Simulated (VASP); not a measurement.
# FeO (R-3m) in VASP: phonons with PBE+U

Aim: the phonons of FeO with PBE+U.

Everything below comes from runs of VASP 6.6.1. Logs are shortened: lines on timing, memory, paths and dates and some standing lists are left out, and cuts for length are marked.

## 1. The cell of the first run

Symmetry: R-3m, No. 166, trigonal system. The conventional cell has a = 3.169 Å, b = 3.169 Å, c = 7.448 Å, α = 90.00°, β = 90.00°, γ = 120.00°. Fe (site symmetry -3m) has 6 O at 2.21 Å within 2.9 Å. Within 2.9 Å of O (site symmetry -3m) lie 6 Fe at 2.21 Å.

## 2. Phonons, PBE+U, collinear spin, ferromagnetic start

INCAR reads:

```
ALGO = Normal
EDIFF = 1E-8
ENCUT = 520
GGA = PE
IBRION = 6
ISIF = 2
ISMEAR = 0
ISPIN = 2
LASPH = T
LCHARG = F
LDAU = T
LDAUJ = 0 0
LDAUL = 2 -1
LDAUPRINT = 1
LDAUTYPE = 2
LDAUU = 5.3 0
LMAXMIX = 4
LORBIT = 11
LREAL = F
LWAVE = F
MAGMOM = 3.9 0.17
NBANDS = 18
NELM = 150
NFREE = 2
NSW = 1
POTIM = 0.015
PREC = Accurate
SIGMA = 0.02
```

KPOINTS reads:

```
k-points
0
Gamma
  12 12 12
```

POSCAR reads:

```
FeO
1.0
    1.5845266705      0.9148268997      2.4827937835
   -1.5845266705      0.9148268997      2.4827937835
    0.0000000000     -1.8296537995      2.4827937835
Fe O
1 1
Direct
    0.0000000000      0.0000000000      0.0000000000
    0.5000000000      0.5000000000      0.5000000000
```

Potentials or basis: VASP PAW PBE potentials, release 64 (Fe, O).

Started as:

```console
cat potpaw_PBE.64/Fe/POTCAR potpaw_PBE.64/O/POTCAR > POTCAR
mpirun -np 1 vasp_std > vasp.out
```

OUTCAR:

```text
EDIFF = 1E-8
   ENCUT = 520
   GGA = PE
   IBRION = 6
   ISIF = 2
   ISMEAR = 0
   ISPIN = 2
   LASPH = T
   LORBIT = 11
   LREAL = F
   NELM = 150
   NFREE = 2
   NSW = 1
   POTIM = 0.015
   PREC = Accurate

 ion  position               nearest neighbor table
   1  0.000  0.000  0.000-   2 2.21   2 2.21   2 2.21   2 2.21   2 2.21   2 2.21
   2  0.500  0.500  0.500-   1 2.21   1 2.21   1 2.21   1 2.21   1 2.21   1 2.21

  LATTYP: Found a trigonal (rhomboedric) cell.
 ALAT       =     3.0841365076
 COS(alpha) =     0.4720875328

  Lattice vectors:

 A1 = (   1.5845266705,   0.9148268997,   2.4827937835)
 A2 = (  -1.5845266705,   0.9148268997,   2.4827937835)
 A3 = (   0.0000000000,  -1.8296537995,   2.4827937835)

Analysis of symmetry for initial positions (statically):
=====================================================================
 Subroutine PRICEL returns:
 Original cell was already a primitive cell.

 Routine SETGRP: Setting up the symmetry group for a
 trigonal (rhombohedral) supercell.

 Subroutine GETGRP returns: Found 12 space group operations
 (whereof 12 operations were pure point group operations)
 out of a pool of 12 trial point group operations.

The static configuration has the point symmetry D_3d.

Analysis of symmetry for dynamics (positions and initial velocities):
=====================================================================
 Subroutine PRICEL returns:
 Original cell was already a primitive cell.

 Routine SETGRP: Setting up the symmetry group for a
 trigonal (rhombohedral) supercell.

 Subroutine GETGRP returns: Found 12 space group operations
 (whereof 12 operations were pure point group operations)
 out of a pool of 12 trial point group operations.

The dynamic configuration has the point symmetry D_3d.

Analysis of structural, dynamic, and magnetic symmetry:
=====================================================================
 Subroutine PRICEL returns:
 Original cell was already a primitive cell.

 Routine SETGRP: Setting up the symmetry group for a
 trigonal (rhombohedral) supercell.

 Subroutine GETGRP returns: Found 12 space group operations
 (whereof 12 operations were pure point group operations)
 out of a pool of 12 trial point group operations.

The overall configuration has the point symmetry D_3d.

 Subroutine INISYM returns: Found 12 space group operations
 (whereof 12 operations are pure point group operations),
 and found     1 'primitive' translations

----------------------------------------------------------------------------------------

                                     Primitive cell

  volume of cell :      21.5939

  direct lattice vectors                    reciprocal lattice vectors
     1.584526671  0.914826900  2.482793784     0.315551647  0.182183828  0.134257358
    -1.584526671  0.914826900  2.482793784    -0.315551647  0.182183828  0.134257358
     0.000000000 -1.829653799  2.482793784     0.000000000 -0.364367656  0.134257358

  length of vectors
     3.084136508  3.084136508  3.084136508     0.388315371  0.388315371  0.388315371

  position of ions in fractional coordinates (direct lattice)
     0.000000000  0.000000000  0.000000000
     0.500000000  0.500000000  0.500000000

  ion indices of the primitive-cell ions
   primitive index   ion index
                 1           1
[... 122 lines left out ...]
  ext. energy  EPLUGINS =         0.00000000
  ---------------------------------------------------
  free energy    TOTEN  =       -12.51358982 eV

  energy without entropy =      -12.51327844  energy(sigma->0) =      -12.51343413

------------------------ aborting loop because EDIFF is reached ----------------------------------------

  FORCE on cell =-STRESS in cart. coord.  units (eV):
  Direction    XX          YY          ZZ          XY          YZ          ZX
  --------------------------------------------------------------------------------------
  -------------------------------------------------------------------------------------
  Total       -1.4104515     -1.4104515     -0.9947368     -0.0000000      0.0000000     -0.0000000
  in kB     -104.6497879   -104.6497879    -73.8054448     -0.0000000      0.0000000     -0.0000000
  external PRESSURE =     -94.3683402 kB  Pullay stress =       0.0000000 kB
[... 269 lines left out ...]
  FREE ENERGIE OF THE ION-ELECTRON SYSTEM (eV)
  ---------------------------------------------------
  free  energy   TOTEN  =       -12.5131751226 eV

  energy  without entropy=      -12.5128640386  energy(sigma->0) =      -12.51301958

atom =   1  type =  1  l = 2

 onsite density matrix

spin component  1

  0.9860 -0.0000 -0.0000 -0.0202 -0.0000
 -0.0000  0.9980 -0.0000 -0.0000 -0.0202
 -0.0000 -0.0000  0.9713  0.0000 -0.0000
 -0.0202 -0.0000  0.0000  0.9980 -0.0000
 -0.0000 -0.0202 -0.0000 -0.0000  0.9860

spin component  2

  0.2443  0.0000  0.0000  0.1883  0.0000
  0.0000  0.3019 -0.0000  0.0000  0.1883
  0.0000 -0.0000  0.0394 -0.0000 -0.0000
  0.1883  0.0000 -0.0000  0.3019 -0.0000
  0.0000  0.1883 -0.0000 -0.0000  0.2443

 occupancies and eigenvectors

  o =  0.0394  v =  0.0000  0.0000  0.0000  0.0000  0.0000 -0.0000 -0.0000  1.0000  0.0000  0.0000      0.0000  0.0000  0.0000  0.0000  0.0000  0.0000  0.0000  0.0000  0.0000  0.0000
  o =  0.0826  v =  0.0000  0.0000  0.0000  0.0000  0.0000  0.0000 -0.6514 -0.0000 -0.0000  0.7587      0.0000  0.0000  0.0000  0.0000  0.0000  0.0000  0.0000  0.0000  0.0000  0.0000
  o =  0.0826  v =  0.0000  0.0000  0.0000  0.0000  0.0000 -0.7587 -0.0000 -0.0000  0.6514  0.0000      0.0000  0.0000  0.0000  0.0000  0.0000  0.0000  0.0000  0.0000  0.0000  0.0000
  o =  0.4636  v =  0.0000  0.0000  0.0000  0.0000  0.0000 -0.6514 -0.0000  0.0000 -0.7587 -0.0000      0.0000  0.0000  0.0000  0.0000  0.0000  0.0000  0.0000  0.0000  0.0000  0.0000
  o =  0.4636  v =  0.0000  0.0000  0.0000  0.0000  0.0000  0.0000 -0.7587  0.0000  0.0000 -0.6514      0.0000  0.0000  0.0000  0.0000  0.0000  0.0000  0.0000  0.0000  0.0000  0.0000
  o =  0.9710  v = -0.8022  0.0000 -0.0000 -0.5971 -0.0000  0.0000  0.0000  0.0000  0.0000  0.0000      0.0000  0.0000  0.0000  0.0000  0.0000  0.0000  0.0000  0.0000  0.0000  0.0000
  o =  0.9710  v =  0.0000 -0.5971 -0.0000  0.0000 -0.8022  0.0000  0.0000  0.0000  0.0000  0.0000      0.0000  0.0000  0.0000  0.0000  0.0000  0.0000  0.0000  0.0000  0.0000  0.0000
  o =  0.9713  v =  0.0000 -0.0000  1.0000 -0.0000 -0.0000  0.0000  0.0000  0.0000  0.0000  0.0000      0.0000  0.0000  0.0000  0.0000  0.0000  0.0000  0.0000  0.0000  0.0000  0.0000
  o =  1.0130  v =  0.0000  0.8022  0.0000  0.0000 -0.5971  0.0000  0.0000  0.0000  0.0000  0.0000      0.0000  0.0000  0.0000  0.0000  0.0000  0.0000  0.0000  0.0000  0.0000  0.0000
  o =  1.0130  v =  0.5971  0.0000 -0.0000 -0.8022 -0.0000  0.0000  0.0000  0.0000  0.0000  0.0000      0.0000  0.0000  0.0000  0.0000  0.0000  0.0000  0.0000  0.0000  0.0000  0.0000

--------------------------------------- Ionic step        9  -------------------------------------------

 number of electron      13.9999995 magnetization       4.0011572

 Free energy of the ion-electron system (eV)
  ---------------------------------------------------
  ext. energy  EPLUGINS =         0.00000000
  ---------------------------------------------------
  free energy    TOTEN  =       -12.51317512 eV

  energy without entropy =      -12.51286404  energy(sigma->0) =      -12.51301958

 E-fermi :   5.4909     XC(G=0): -11.7094

 val. band max:        5.4891883723   @ k =   0.4167   0.2500   0.2500
 cond. band min:       5.4946945660   @ k =   0.4167   0.3333   0.3333
 fundamental gap:      0.0055061938
 Fermi energy:         5.4909048342

 spin component 1

 k-point     1 :       0.0000    0.0000    0.0000
  band No.  band energies     occupation
      1     -14.4318      1.00000
      2      -1.2720      1.00000
      3      -1.1291      1.00000
      4      -1.1291      1.00000
      5      -0.8234      1.00000
      6      -0.8234      1.00000
[... 1032 lines left out ...]
  FREE ENERGIE OF THE ION-ELECTRON SYSTEM (eV)
  ---------------------------------------------------
  free  energy   TOTEN  =       -12.5131751210 eV

  energy  without entropy=      -12.5128640427  energy(sigma->0) =      -12.51301958

 INTERNAL STRAIN TENSORS FROM DISPLACED ATOMS
 ============================================

 INTERNAL STRAIN TENSOR FOR ION    1 for displacements in x,y,z  (eV/Angst):
          X           Y           Z          XY          YZ          ZX
  --------------------------------------------------------------------------------
  x     0.00000     0.00000     0.00000     0.00000     0.00000     0.00000
  y     0.00000     0.00000     0.00000     0.00000     0.00000     0.00000
  z     0.00000     0.00000     0.00000     0.00000     0.00000     0.00000

 INTERNAL STRAIN TENSOR FOR ION    2 for displacements in x,y,z  (eV/Angst):
          X           Y           Z          XY          YZ          ZX
  --------------------------------------------------------------------------------
  x     0.00000     0.00000     0.00000     0.00000     0.00000     0.00000
  y     0.00000     0.00000     0.00000     0.00000     0.00000     0.00000
  z     0.00000     0.00000     0.00000     0.00000     0.00000     0.00000

 Eigenvectors and eigenvalues of the dynamical matrix
 ----------------------------------------------------

   1 f  =    8.518523 THz    53.523459 2PiTHz  284.147342 cm-1    35.229765 meV
             X         Y         Z           dx          dy          dz
      0.000000  0.000000  0.000000     0.000000    0.000000   -0.471987
      0.000000 -0.000000  3.724191     0.000000   -0.000000    0.881605
[... 21 lines left out ...]
   6 f/i=    0.006892 THz     0.043303 2PiTHz    0.229890 cm-1     0.028503 meV
             X         Y         Z           dx          dy          dz
      0.000000  0.000000  0.000000     0.121686   -0.873630   -0.000000
      0.000000 -0.000000  3.724191     0.064995   -0.466624   -0.000000

 ELASTIC MODULI CONTR FROM IONIC RELAXATION (kBar)
 Direction    XX          YY          ZZ          XY          YZ          ZX
 --------------------------------------------------------------------------------
 XX           0.0000      0.0000      0.0000      0.0000      0.0000      0.0000
 YY           0.0000      0.0000      0.0000      0.0000      0.0000      0.0000
 ZZ           0.0000      0.0000      0.0000      0.0000      0.0000      0.0000
 XY           0.0000      0.0000      0.0000      0.0000      0.0000      0.0000
 YZ           0.0000      0.0000      0.0000      0.0000      0.0000      0.0000
 ZX           0.0000      0.0000      0.0000      0.0000      0.0000      0.0000
 --------------------------------------------------------------------------------

 total charge

# of ion       s       p       d       tot
------------------------------------------
    1        0.275   0.320   6.050   6.646
    2        1.553   3.427   0.000   4.980
--------------------------------------------------
tot          1.828   3.747   6.050  11.626

 magnetization (x)

# of ion       s       p       d       tot
------------------------------------------
    1        0.026   0.019   3.802   3.847
    2        0.017   0.144   0.000   0.161
--------------------------------------------------
tot          0.043   0.163   3.802   4.008
```

It took 19 min on 1 thread of Intel Xeon Platinum 8259CL at 2.50GHz (Skylake/Cascade Lake), shared host; peak memory 0.58 GiB.

Results:

| Property | Result |
| --- | --- |
| Net moment | 4.00 μB per cell |
| Site moments | Fe +3.85; O +0.16 μB |
| Valence electrons inside the program's atomic spheres | Fe 6.65; O 4.98 |
| Highest phonon frequency at Γ, LO-TO splitting left out | 284 cm⁻¹ |

Phonon frequencies in cm⁻¹ (negative: imaginary):
| q point | frequencies |
| --- | --- |
| (0.000, 0.000, 0.000) | 0 0 0 261 261 284 |

Eigenvalues of the final occupation matrices:
| site | spin | trace | eigenvalues |
| --- | --- | --- | --- |
| site 1 d | 1 | 4.94 | 0.97 0.97 0.97 1.01 1.01 |
| site 1 d | 2 | 1.13 | 0.04 0.08 0.08 0.46 0.46 |

Caveat: the cell stands under pressure or tension, which shifts response properties; a cell with one magnetic atom can't hold antiferromagnetic order, which such compounds often take.
